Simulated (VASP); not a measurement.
Crystal: Na2N.

```xyz
6
Lattice="-3.0906 3.0906 2.5726 3.0906 -3.0906 2.5726 3.0906 3.0906 -2.5726" Properties=species:S:1:pos:R:3 pbc="T T T"
Na    1.0323    4.1229    0.0000
Na    2.0584    1.0323    0.0000
Na    2.0584   -1.0323    2.5726
Na    1.0323    2.0584    2.5726
N     0.0000    0.0000    1.2863
N     0.0000    0.0000    3.8590
```

```yaml
Program: VASP 6.6.1
Task: relaxation of cell and atoms
Functional: PBE
Potentials_or_basis: VASP PAW PBE potentials, release 64 (Na_pv, N)
Cutoff: 600 eV
k_mesh: 4 × 4 × 4
Occupations: gaussian, width 0.1 eV
Spin: collinear spin, ferromagnetic start
Starting_moments: "[0.0, 0.0, 0.0, 0.0, 0.31, 0.31] μB"
```

At the start: pressure -2.2 GPa; volume 16.38 Å³/atom.

Q: How do energy, volume and symmetry change on relaxing?

A: Over 14 steps the energy falls by 158.4 meV/atom and the volume is 16.31 Å³/atom (-0.5 %); space group I4/mcm (No. 140, to 0.1 Å) before and after; moment 0.50 μB per cell.

The path:
| step | energy change (eV) | largest force (eV/Å) | pressure (GPa) | volume (Å³) |
| --- | --- | --- | --- | --- |
| 1 | 0.0000 | 0.7900 | -2.16 | 98.29 |
| 2 | -0.3663 | 0.6554 | -1.09 | 95.08 |
| 3 | -0.6923 | 0.4086 | 1.89 | 89.17 |
| 4 | -0.7004 | 0.3472 | 2.78 | 87.65 |
| 5 | -0.7857 | 0.3019 | 1.02 | 91.50 |
| 6 | -0.8227 | 0.2560 | -0.77 | 96.45 |
| 7 | -0.8771 | 0.1930 | -0.63 | 96.75 |
| 8 | -0.9178 | 0.1062 | -0.41 | 97.19 |
| 9 | -0.9186 | 0.0944 | -0.38 | 97.25 |
| 10 | -0.9354 | 0.0615 | 0.21 | 96.04 |
| 11 | -0.9396 | 0.0345 | 0.79 | 94.92 |
| 12 | -0.9472 | 0.0291 | 0.05 | 96.99 |
| 13 | -0.9472 | 0.0290 | 0.05 | 97.02 |
| 14 | -0.9506 | 0.0251 | -0.19 | 97.84 |

Final structure:
```
Na N
1.0
    -2.91469    2.91469    2.87910
     2.91469   -2.91469    2.87910
     2.91469    2.91469   -2.87910
Na N
4 2
Direct
  0.71945 0.21945 0.93891
  0.21945 0.28055 0.50000
  0.28055 0.78055 0.06109
  0.78055 0.71945 0.50000
  0.25000 0.25000 0.00000
  0.75000 0.75000 0.00000
```

Caveat: the k points lie up to 0.38 Å⁻¹ apart in the final cell.
